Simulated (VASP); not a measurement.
Write the native input for VASP 6.6.1 that does the following.

- Task: electric field gradients
- Functional: PBE
- Potentials or basis: VASP PAW PBE potentials, release 64 (Zr_sv, C)
- Cutoff: 520 eV
- k mesh: 15 × 15 × 15
- Occupations: fermi-dirac, width 0.05 eV
- Spin: no spin polarisation
- Dipole correction: no
- Further INCAR settings: ALGO = Normal; EDIFF = 1e-08; NBANDS = 15

The structure of ZrC lies in POSCAR:

```
ZrC
1.0
    0.0000000000      2.3184465117      2.3184465117
    2.3184465117      0.0000000000      2.3184465117
    2.3184465117      2.3184465117      0.0000000000
Zr C
1 1
Direct
    0.5000000000      0.5000000000      0.5000000000
    0.0000000000      0.0000000000      0.0000000000
```

This cell differs from its parent crystal: volume scaled by 0.96.

One way to write it, as run:

INCAR

```
SYSTEM = ZrC
  PREC = Accurate
  ENCUT = 520
  EDIFF = 1E-8
  ISMEAR = -1
  SIGMA = 0.05
  LREAL = .False.
  LASPH = .True.
  NELM = 100
  ALGO = Normal
  ISIF = 2
  LWAVE = .False.
  LCHARG = .False.
  GGA = PE
  LEFG = .True.
  NBANDS = 15
```

KPOINTS

```
regular mesh
0
Gamma
  15 15 15
  0 0 0
```

Potentials or basis: VASP PAW PBE potentials, release 64 (Zr_sv, C).

The run is started by

```console
$ cat potpaw_PBE.64/Zr_sv/POTCAR potpaw_PBE.64/C/POTCAR > POTCAR
$ mpirun -np 1 vasp_std > vasp.out
```

It gave:

```yaml
Pressure: 11.5 GPa
Band_gap_on_the_k_mesh: zero (band 8 reaches 11.03 eV, above the bottom of band 9 at 9.72 eV)
```

Caveat: without QUAD_EFG the Cq values of the log hold for a quadrupole moment of 1 mb, not for the nuclei.

It took 19 s on 1 thread of Intel(R) Xeon(R) 6975P-C (Granite Rapids), with other jobs on the host, peak memory 0.17 GiB.
